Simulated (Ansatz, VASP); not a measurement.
## One calculation of SrO, two programs

```xyz
2
Lattice="0.0000 2.6568 2.6568 2.6568 0.0000 2.6568 2.6568 2.6568 0.0000" Properties=species:S:1:pos:R:3 pbc="T T T"
Sr    2.6568    2.6568    2.6568
O     0.0000    0.0000    0.0000
```

Alike in both runs: task single point; functional PBE; k mesh 12 × 12 × 12; occupations gaussian, width 0.05 eV; no spin polarisation.

|  | VASP | Ansatz |
| --- | --- | --- |
| version | VASP 6.6.1 | Ansatz 0.2.0 |
| potentials or method | VASP PAW PBE potentials, release 64 (Sr_sv, O), cutoff 520 eV | scalar-relativistic, plane waves, PAW |
| valence electrons in the cell | 16 | 16 |

```tsv
	VASP	Ansatz	Ansatz less VASP
gap on the k mesh at the Fermi level (eV)	3.30	3.34	+0.039
least direct gap on the mesh (eV)	3.32	3.34	+0.018
pressure (GPa)	-4.5	-4.9	-0.37
```
